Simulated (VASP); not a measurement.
Li:

```
CELL_PARAMETERS angstrom
-1.75465 1.75465 1.75465
1.75465 -1.75465 1.75465
1.75465 1.75465 -1.75465
ATOMIC_POSITIONS crystal
Li 0.00000 0.00000 0.00000
```

| Quantity | Value |
| --- | --- |
| Program | VASP 6.6.1 |
| Task | relaxation of cell and atoms |
| Functional | PBEsol |
| Potentials or basis | VASP PAW PBE potentials, release 64 (Li_sv) |
| Cutoff | 600 eV |
| k mesh | 19 × 19 × 19 |
| Occupations | fermi-dirac, width 0.1 eV |
| Spin | no spin polarisation |

At the start: pressure -0.9 GPa; volume 21.61 Å³/atom.

Task: How do energy, volume and symmetry change on relaxing?

Result: Over 4 steps the energy falls by 4.7 meV/atom and the volume is 20.01 Å³/atom (-7.4 %); space group Im-3m (No. 229, to 0.05 Å).

Step by step:
| step | energy change (eV) | largest force (eV/Å) | pressure (GPa) | volume (Å³) |
| --- | --- | --- | --- | --- |
| 1 | 0.0000 | 0.0000 | -0.90 | 21.61 |
| 2 | -0.0019 | 0.0000 | -0.71 | 21.23 |
| 3 | -0.0046 | 0.0000 | -0.17 | 20.28 |
| 4 | -0.0047 | 0.0000 | 0.01 | 20.01 |

Final structure:
```
CELL_PARAMETERS angstrom
-1.71016 1.71016 1.71016
1.71016 -1.71016 1.71016
1.71016 1.71016 -1.71016
ATOMIC_POSITIONS crystal
Li 0.00000 0.00000 0.00000
```

Caveat: the cutoff is under 1.25 times the usual one of these potentials, so pressure, stress and relaxed cells hold a basis-set (Pulay) error; the PAW data sets were made with another functional, which shifts forces and pressure a little.
